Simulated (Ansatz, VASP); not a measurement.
CuAu: VASP beside Ansatz

INCAR

```
PREC = Accurate ; ENCUT = 600
EDIFF = 1E-6 ; ISMEAR = 0
SIGMA = 0.1 ; LREAL = False
LASPH = True ; NELM = 100
ALGO = Normal ; ISIF = 3
LWAVE = False ; LCHARG = False
GGA = PE ; IBRION = 2
NSW = 70 ; EDIFFG = -0.02
```

KPOINTS

```
regular mesh
0
Gamma
  18 18 18
```

POSCAR

```
CuAu
1.0
    3.0391442910      0.0000000000      0.0000000000
    0.0000000000      3.0391442910      0.0000000000
    0.0000000000      0.0000000000      3.2360194074
Cu Au
1 1
Direct
    0.5000000000      0.5000000000      0.5000000000
    0.0000000000      0.0000000000      0.0000000000
```

Input for Ansatz:

```yaml
crystal:
  lattice:
    - [3.039144291, 0.0, 0.0]
    - [0.0, 3.039144291, 0.0]
    - [0.0, 0.0, 3.2360194074]
  atoms:
    - { symbol: Cu, position: [0.5, 0.5, 0.5] }
    - { symbol: Au, position: [0.0, 0.0, 0.0] }
basis:
  ecutwfc: 420
kpoints:
  mp_grid: { grid: [18, 18, 18] }
hamiltonian:
  xc: pbe
scf:
  occupations: { method: gaussian, width: 0.1 }
output:
  forces: true
  stress: true
  eigenvalues: true
relax:
  adjacent_minimum: "off"
  f_tol: 0.02
  max_steps: 50
  cell: { stress_tol: 0.1 }
```

Alike in both runs: task relaxation of cell and atoms; functional PBE; k mesh 18 × 18 × 18; occupations gaussian, width 0.1 eV; no spin polarisation.

|  | VASP | Ansatz |
| --- | --- | --- |
| version | VASP 6.6.1 | Ansatz 0.2.0 |
| potentials or method | VASP PAW PBE potentials, release 64 (Cu, Au), cutoff 600 eV | scalar-relativistic, plane waves, PAW |
| valence electrons in the cell | 22 | 38 |

VASP gave:

```
gap on the k mesh at the Fermi level, each at its own relaxed structure (eV) : none
relaxed volume (Å³/atom)                                                     : 14.99
relaxed cell length with the largest relative difference (Å)                 : 2.867
```

Question: What did Ansatz give for the same quantities?

Answer: gap on the k mesh at the Fermi level, each at its own relaxed structure (eV): none; relaxed volume (Å³/atom): 15.01; relaxed cell length with the largest relative difference (Å): 2.869.

A gap of «none» marks a metal or a gap that the smearing closes. VASP's potentials hold 22 valence electrons a cell and Ansatz's 38, so a difference there can come from the potentials and not from the codes.

Spin-orbit coupling is off throughout.
